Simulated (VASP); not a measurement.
# ZnS (P1) in VASP: a series of runs

The runs below take ZnS through single point, with PBEsol.

Everything below comes from runs of VASP 6.6.1. Logs are shortened: lines on timing, memory, paths and dates and some standing lists are left out, and cuts for length are marked.

**1. The cell of the first run**

The typed cell holds 16 atoms: a = 7.331 Å, b = 7.331 Å, c = 7.647 Å, α = 105.12°, β = 105.12°, γ = 117.12°.

**2. Single point, PBEsol**

INCAR

```
SYSTEM = ZnS
PREC = Accurate
ENCUT = 520
EDIFF = 1E-6
ISMEAR = -1
SIGMA = 0.0388
LREAL = Auto
LASPH = .True.
NELM = 60
ALGO = Normal
ISIF = 2
LWAVE = .False.
LCHARG = .True.
GGA = PS
LELF = .True.
LVHAR = .True.
NBANDS = 86
```

KPOINTS

```
Automatic mesh
0
Gamma
  2 2 2
  0.5 0.5 0.5
```

POSCAR

```
ZnS
1.0
   -1.9118300000     -3.3113866955      6.2547111156
   -1.9118300000     -3.3113866955     -6.2547111156
    7.6473200002      0.0000000000      0.0000000000
Zn S
8 8
Direct
    0.1612403183      0.1642067222      0.8400497711
    0.1760571022      0.1743873208      0.3170015327
    0.6402736240      0.6129813963      0.8105718794
    0.6651624444      0.6750975156      0.3449290992
    0.6091436813      0.0642545670      0.1496281015
    0.5875280324      0.0811896994      0.6693133831
    0.0840893193      0.6143365103      0.1882305767
    0.0868124419      0.5918349668      0.6701804652
    0.3512914317      0.9738189838      0.8320364318
    0.3909685099      1.0296303004      0.3496298603
    0.8477453133      0.4637227813      0.8421737350
    0.8557653676      0.4802305177      0.3331105555
    0.7860959633      0.8667837826      0.1522957173
    0.7677605705      0.8975061311      0.6775141929
    0.2747332269      0.4132727988      0.1702255902
    0.2446206825      0.3793106761      0.6636015871
```

Potentials or basis: VASP PAW PBE potentials, release 64 (Zn, S).

Run with:

```sh
cat potpaw_PBE.64/Zn/POTCAR potpaw_PBE.64/S/POTCAR > POTCAR
mpirun -np 1 vasp_std > vasp.out
```

OUTCAR:

```text
SYSTEM = ZnS
   PREC = Accurate
   ENCUT = 520
   EDIFF = 1E-6
   ISMEAR = -1
   LREAL = Auto
   LASPH = .True.
   NELM = 60
   ISIF = 2
   GGA = PS

 ion  position               nearest neighbor table
   1  0.161  0.164  0.840-  16 2.31  14 2.33  15 2.35   9 2.38
   2  0.176  0.174  0.317-  10 2.26  15 2.27  13 2.37  16 2.46
   3  0.640  0.613  0.811-  11 2.24  16 2.32  13 2.37  14 2.47
   4  0.665  0.675  0.345-  15 2.31  14 2.33  13 2.36  12 2.41
   5  0.609  0.064  0.150-  13 2.34   9 2.35  12 2.44  10 2.46
   6  0.588  0.081  0.669-  11 2.26  14 2.28  10 2.32   9 2.36
[... 8 lines left out ...]
  15  0.275  0.413  0.170-   2 2.27   4 2.31   1 2.35   7 2.45
  16  0.245  0.379  0.664-   1 2.31   3 2.32   8 2.32   2 2.46

  LATTYP: Found a face centered orthorhombic cell.
 ALAT       =     7.6473200001
 B/A-ratio  =     1.6357916539
 C/A-ratio  =     1.7320508076

  Lattice vectors:

 A1 = (   5.7354900002,  -3.3113866955,  -6.2547111156)
 A2 = (   3.8236600002,  -6.6227733910,   0.0000000000)
 A3 = (  -1.9118300000,  -3.3113866955,  -6.2547111156)

Analysis of symmetry for initial positions (statically):
=====================================================================
 Subroutine PRICEL returns:
 Original cell was already a primitive cell.

 Routine SETGRP: Setting up the symmetry group for a
 face centered orthorhombic supercell.

 Subroutine GETGRP returns: Found  1 space group operations
 (whereof  1 operations were pure point group operations)
 out of a pool of  8 trial point group operations.

The static configuration has the point symmetry C_1 .

Analysis of symmetry for dynamics (positions and initial velocities):
=====================================================================
 Subroutine PRICEL returns:
 Original cell was already a primitive cell.

 Routine SETGRP: Setting up the symmetry group for a
 face centered orthorhombic supercell.

 Subroutine GETGRP returns: Found  1 space group operations
 (whereof  1 operations were pure point group operations)
 out of a pool of  8 trial point group operations.

The dynamic configuration has the point symmetry C_1 .

 Subroutine INISYM returns: Found  1 space group operations
 (whereof  1 operations are pure point group operations),
 and found     1 'primitive' translations

----------------------------------------------------------------------------------------

                                     Primitive cell

  volume of cell :     316.7790

  direct lattice vectors                    reciprocal lattice vectors
    -1.911830000 -3.311386695  6.254711116     0.000000000 -0.150994144  0.079939743
    -1.911830000 -3.311386695 -6.254711116     0.000000000 -0.150994144 -0.079939743
     7.647320000  0.000000000  0.000000000     0.130764765 -0.075497072  0.000000000

  length of vectors
     7.330879002  7.330879002  7.647320000     0.170849624  0.170849624  0.150994144

  position of ions in fractional coordinates (direct lattice)
     0.161240318  0.164206722  0.840049771
     0.176057102  0.174387321  0.317001533
     0.640273624  0.612981396  0.810571879
     0.665162444  0.675097516  0.344929099
     0.609143681  0.064254567  0.149628101
     0.587528032  0.081189699  0.669313383
[... 8 lines left out ...]
     0.274733227  0.413272799  0.170225590
     0.244620682  0.379310676  0.663601587

  ion indices of the primitive-cell ions
   primitive index   ion index
                 1           1
                 2           2
                 3           3
                 4           4
                 5           5
                 6           6
[... 8 lines left out ...]
                15          15
                16          16

----------------------------------------------------------------------------------------

 KPOINTS: Automatic mesh

Automatic generation of k-mesh.
 Grid dimensions read from file:
 generate k-points for:    2    2    2

 Generating k-lattice:

  Cartesian coordinates                     Fractional coordinates (reciprocal lattice)
     0.000000000 -0.075497072  0.039969872     0.500000000  0.000000000  0.000000000
     0.000000000 -0.075497072 -0.039969872     0.000000000  0.500000000  0.000000000
     0.065382382 -0.037748536  0.000000000     0.000000000  0.000000000  0.500000000

  Length of vectors
     0.085424812  0.085424812  0.075497072

  Shift w.r.t. Gamma in fractional coordinates (k-lattice)
     0.500000000  0.500000000  0.500000000

 Subroutine IBZKPT returns following result:
 ===========================================

 Found      4 irreducible k-points:

 Following reciprocal coordinates:
            Coordinates               Weight
  0.250000  0.250000  0.250000      2.000000
 -0.250000  0.250000  0.250000      2.000000
 -0.250000  0.250000 -0.250000      2.000000
 -0.250000 -0.250000  0.250000      2.000000
   k-points           NKPTS =      4   k-points in BZ     NKDIM =      4   number of bands    NBANDS=     86
   number of dos      NEDOS =    301   number of ions     NIONS =     16
   total plane-waves  NPLWV = 188160
   dimension x,y,z NGX =    56 NGY =   56 NGZ =   60
   dimension x,y,z NGXF=   112 NGYF=  112 NGZF=  120
   ions per type =               8   8
   NGX,Y,Z   is equivalent  to a cutoff of  12.70, 12.70, 13.04 a.u.
   NGXF,Y,Z  is equivalent  to a cutoff of  25.40, 25.40, 26.09 a.u.
 SYSTEM =  ZnS
   PREC   = accura    normal or accurate (medium, high low for compatibility)
   ISTART =      0    job   : 0-new  1-cont  2-samecut
   ICHARG =      2    charge: 1-file 2-atom 10-const
   ISPIN  =      1    spin polarized calculation?
   LNONCOLLINEAR =      F non collinear calculations
   LSORBIT =      F    spin-orbit coupling
   LASPH  =      T    aspherical Exc in radial PAW
   ENCUT  =  520.0 eV  38.22 Ry    6.18 a.u.  13.63 13.63 14.22*2*pi/ulx,y,z
   NELM   =     60;   NELMIN=  2; NELMDL= -5     # of ELM steps
   EDIFF  = 0.1E-05   stopping-criterion for ELM
   LREAL  =      T    real-space projection
   EDIFFG = 0.1E-04   stopping-criterion for IOM
   NSW    =      0    number of steps for IOM
   IBRION =     -1    ionic relax: 0-MD 1-quasi-New 2-CG
   NFREE  =      0    steps in history (QN), initial steepest desc. (CG)
   ISIF   =      2    stress and relaxation
   ISYM   =      2    0-nonsym 1-usesym 2-fastsym
   POTIM  = 0.5000    time-step for ionic-motion
   TEBEG  =    0.0;   TEEND  =   0.0 temperature during run
   PSTRESS=    0.0 pullay stress
   NELECT =     144.0000    total number of electrons
   NUPDOWN=      -1.0000    fix difference up-down
   EMIN   =  10.00;   EMAX   =-10.00  energy-range for DOS
   EFERMI =   0.00;   METHOD = LEGACY
   ISMEAR =    -1;   SIGMA  =   0.04  broadening in eV -4-tet -1-fermi 0-gaus
   EFERMI_NEDOS =   21; number of points for ismear=-14 and -15
   IALGO  =     38    algorithm
   IMIX   =      4    mixing-type and parameters
     AMIX     =   0.40;   BMIX     =  1.00
     AMIX_MAG =   1.60;   BMIX_MAG =  1.00
  volume/ion in A,a.u.               =      19.80       133.61
  Fermi-wavevector in a.u.,A,eV,Ry     =   1.258762  2.378715 21.558173  1.584481
  Thomas-Fermi vector in A             =   2.392355
   LORBIT       =      0    0 simple, 1 ext, 2 COOP (PROOUT), +10 PAW based schemes
   GGA     = PS    functional components
   LHFCALC =     F    Hartree Fock is set to
   AEXX    =    0.0000 exact exchange contribution
   IVDW    =     0    specifies the selected vdW correction
   LEPSILON=     F    determine dielectric tensor
   LRPA    =     F    only Hartree local field effects (RPA)
 non-spin polarized calculation
  energy-cutoff  :      520.00
  volume of cell :      316.78
 maximum number of plane-waves:      8538
 NGX is ok and might be reduce to    54
   NGX = 27   NGY = 27   NGZ = 29

 number of electron     144.0000004 magnetization

 Free energy of the ion-electron system (eV)
  ---------------------------------------------------
  ext. energy  EPLUGINS =         0.00000000
  ---------------------------------------------------
  free energy    TOTEN  =       -60.03160876 eV

  energy without entropy =      -60.03160876  energy(sigma->0) =      -60.03160876

 E-fermi :   2.6479     XC(G=0):  -9.8381

 val. band max:        1.7131753888   @ k =  -0.2500   0.2500  -0.2500
 cond. band min:       5.2259939419   @ k =  -0.2500   0.2500   0.2500
 fundamental gap:      3.5128185531
 Fermi energy:         2.6478819077

 k-point     1 :       0.2500    0.2500    0.2500
  band No.  band energies     occupation
      1     -10.6213      2.00000
      2     -10.5135      2.00000
      3     -10.4890      2.00000
      4     -10.4520      2.00000
      5     -10.0019      2.00000
      6      -9.9578      2.00000
[... 76 lines left out ...]
     83       7.3904      0.00000
     84       7.4734      0.00000

 k-point     2 :      -0.2500    0.2500    0.2500
  band No.  band energies     occupation
      1     -10.9518      2.00000
      2     -10.3924      2.00000
      3     -10.2781      2.00000
      4     -10.2369      2.00000
      5     -10.1236      2.00000
      6     -10.0044      2.00000
[... 76 lines left out ...]
     83       7.5725      0.00000
     84       7.6516      0.00000

 k-point     3 :      -0.2500    0.2500   -0.2500
  band No.  band energies     occupation
      1     -10.9507      2.00000
      2     -10.3821      2.00000
      3     -10.2871      2.00000
      4     -10.2455      2.00000
      5     -10.1369      2.00000
      6      -9.9801      2.00000
[... 76 lines left out ...]
     83       7.6740      0.00000
     84       7.7078      0.00000

 k-point     4 :      -0.2500   -0.2500    0.2500
  band No.  band energies     occupation
      1     -10.8733      2.00000
      2     -10.3462      2.00000
      3     -10.2761      2.00000
      4     -10.2403      2.00000
      5     -10.1392      2.00000
      6     -10.0781      2.00000
[... 76 lines left out ...]
     83       7.6015      0.00000
     84       7.6760      0.00000
 [bands above 84 left out]

------------------------ aborting loop because EDIFF is reached ----------------------------------------

  FORCE on cell =-STRESS in cart. coord.  units (eV):
  Direction    XX          YY          ZZ          XY          YZ          ZX
  --------------------------------------------------------------------------------------
  -------------------------------------------------------------------------------------
  Total       -4.5259507     -4.1391909     -2.5049362      0.7061151     -0.2451977      0.6040914
  in kB      -22.8909588    -20.9348390    -12.6692478      3.5713275     -1.2401396      3.0553209
  external PRESSURE =     -18.8316819 kB  Pullay stress =       0.0000000 kB

 VOLUME and BASIS-vectors are now :
 -----------------------------------------------------------------------------
  energy-cutoff  :      520.00
  volume of cell :      316.78
      direct lattice vectors                 reciprocal lattice vectors
    -1.911830000 -3.311386695  6.254711116     0.000000000 -0.150994144  0.079939743
    -1.911830000 -3.311386695 -6.254711116     0.000000000 -0.150994144 -0.079939743
     7.647320000  0.000000000  0.000000000     0.130764765 -0.075497072  0.000000000

 POSITION                                       TOTAL-FORCE (eV/Angst)
 -----------------------------------------------------------------------------------
      5.80193     -1.07768     -0.01855         0.072946     -0.060025      0.105837
      1.75422     -1.16046      0.01044         0.610702      0.120042     -0.349624
      3.80269     -4.15001      0.17070        -0.079392     -0.275174     -0.696675
      0.07543     -4.43812     -0.06214        -0.119839     -0.128929      0.321953
     -0.14317     -2.22988      3.40812         0.329923     -0.103634     -0.353373
      3.83998     -2.21438      3.16700         0.032823      0.349161     -0.184663
[... 8 lines left out ...]
     -0.01358     -2.27825     -0.86653        -0.133386      0.026395     -0.350921
      3.88192     -2.06608     -0.84245        -0.575556     -0.196067      0.366169
 -----------------------------------------------------------------------------------
    total drift:                               -0.004913     -0.003875      0.003473

  FREE ENERGIE OF THE ION-ELECTRON SYSTEM (eV)
  ---------------------------------------------------
  free  energy   TOTEN  =       -60.0316087603 eV

  energy  without entropy=      -60.0316087603  energy(sigma->0) =      -60.03160876
```

Run time: 2.2 min. Hardware: 1 thread of Intel Xeon 6975P-C (Granite Rapids), shared host; peak memory 0.43 GiB.

Results:

```yaml
Free_energy: -60.0316 eV
Pressure: -1.9 GPa
Largest_force: 1.465 eV/Å
Band_gap_on_the_k_mesh: 3.51 eV (least direct gap 3.52 eV)
```

Forces on the atoms (eV/Å):
```
Zn   0.073 -0.060  0.106
Zn   0.611  0.120 -0.350
Zn  -0.079 -0.275 -0.697
Zn  -0.120 -0.129  0.322
Zn   0.330 -0.104 -0.353
Zn   0.033  0.349 -0.185
Zn  -0.463 -0.598  0.293
Zn   0.161  0.587  0.007
S    0.112 -0.354 -0.185
S   -0.235  0.969  1.073
S   -0.489 -0.875  0.229
S    0.493  0.293 -0.060
S    0.187 -0.208 -0.878
S    0.097  0.453  0.662
S   -0.133  0.026 -0.351
S   -0.576 -0.196  0.366
```

Levels at points of the mesh, in eV from the valence-band top:
```tsv
k point	band 70	band 71	band 72	band 73	band 74	band 75
(0.25, 0.25, 0.25)	-0.67	-0.63	-0.56	4.19	4.40	4.53
```

Caveat: the atoms stand as in a frame of molecular dynamics; the PAW data sets were made with another functional, which shifts forces and pressure a little; a shifted mesh leaves out Γ, where band edges can lie.

(Part 1 of 2 ends here.)
